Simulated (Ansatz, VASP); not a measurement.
**GaP4: VASP beside Ansatz**

INCAR

```
PREC     = Accurate       # precision mode
ENCUT    = 520            # plane-wave cutoff, eV
EDIFF    = 1E-6           # SCF threshold, eV
ISMEAR   = 0              # smearing method
SIGMA    = 0.1            # smearing width, eV
LREAL    = F              # projectors in reciprocal space
LASPH    = T              # aspherical terms in the spheres
NELM     = 100            # most SCF steps
ALGO     = Normal         # electronic algorithm
ISIF     = 2              # what is computed and relaxed
LWAVE    = F              # write WAVECAR
LCHARG   = F              # write CHGCAR
GGA      = PE             # functional
NBANDS   = 24             # bands
```

The input KPOINTS:

```
regular mesh
0
Gamma
  4 4 4
```

Contents of POSCAR:

```
GaP4
1.0
    4.8320610900      0.0000000000      0.0000000000
    0.0000000000      4.8320610900      0.0000000000
    0.0000000000      0.0000000000      4.3112588300
Ga P
1 4
Direct
    0.0000000000      0.0000000000      0.0000000000
    0.7935509600      0.5000000000      0.0000000000
    0.2064490400      0.5000000000      0.0000000000
    0.5000000000      0.7935509600      0.0000000000
    0.5000000000      0.2064490400      0.0000000000
```

Input for Ansatz:

```yaml
crystal:
  lattice:
    - [4.83206109, 0.0, 0.0]
    - [0.0, 4.83206109, 0.0]
    - [0.0, 0.0, 4.31125883]
  atoms:
    - { symbol: Ga, position: [0.0, 0.0, 0.0] }
    - { symbol: P, position: [0.79355096, 0.5, 0.0] }
    - { symbol: P, position: [0.20644904, 0.5, 0.0] }
    - { symbol: P, position: [0.5, 0.79355096, 0.0] }
    - { symbol: P, position: [0.5, 0.20644904, 0.0] }
basis:
  ecutwfc: 420
kpoints:
  mp_grid: { grid: [4, 4, 4] }
hamiltonian:
  xc: pbe
scf:
  occupations: { method: gaussian, width: 0.1 }
  lower_state_search: "off"
output:
  forces: true
  stress: true
  eigenvalues: true
```

Alike in both runs: task single point; functional PBE; k mesh 4 × 4 × 4; occupations gaussian, width 0.1 eV; no spin polarisation.

|  | VASP | Ansatz |
| --- | --- | --- |
| version | VASP 6.6.1 | Ansatz 0.2.0 |
| potentials or method | VASP PAW PBE potentials, release 64 (Ga_d, P), cutoff 520 eV | scalar-relativistic, plane waves, PAW |
| valence electrons in the cell | 33 | 33 |

|  | VASP | Ansatz | Ansatz less VASP |
| --- | --- | --- | --- |
| gap on the k mesh at the Fermi level (eV) | none | none | - |
| pressure (GPa) | 26.6 | 27.0 | +0.40 |
| traceless stress, the component that is largest in VASP (GPa) | -27.99 | -28.40 | -0.413 |
| rms of the force components (eV/Å) | 0.611 | 0.627 | +0.0151 |

Atom by atom the forces differ by 0.015 eV/Å (rms over components). A gap of «none» marks a metal or a gap that the smearing closes.

The k mesh is coarse, so the values compare programs but aren't converged.
